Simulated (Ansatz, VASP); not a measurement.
C: VASP beside Ansatz

```
C
1.0
     0.00000    1.87257    1.78340
     1.87257    0.00000    1.78340
     1.87257    1.87257    0.00000
C
2
Direct
  0.50000 0.50000 0.50000
  0.75000 0.75000 0.75000
```

Change from the starting cell: strain +0.0500 x Voigt [1, 1, 0, 0, 0, 0], atoms carried along.

Alike in both runs: task single point; functional r2SCAN; k mesh 12 × 12 × 12; occupations gaussian, width 0.05 eV; no spin polarisation.

```csv
,VASP,Ansatz
version,VASP 6.6.1,Ansatz 0.2.0
potentials or method,"VASP PAW PBE potentials, release 64 (C), cutoff 520 eV","scalar-relativistic, plane waves, PAW"
valence electrons in the cell,8,8
```

|  | VASP | Ansatz | Ansatz less VASP |
| --- | --- | --- | --- |
| gap on the k mesh at the Fermi level (eV) | 2.93 | 2.95 | +0.024 |
| least direct gap on the mesh (eV) | 4.72 | 4.76 | +0.037 |
| pressure (GPa) | -37.5 | -38.2 | -0.76 |
| traceless stress, the component that is largest in VASP (GPa) | 27.15 | 27.19 | +0.039 |

VASP's potentials were made for PBE, not for r2SCAN. Both programs put the cell under strong tension, so it lies far from rest at this level. With one functional, cell and mesh, what is left measures potentials, basis and numerics.

Noted on VASP's run: the cell as given lies far from equilibrium.
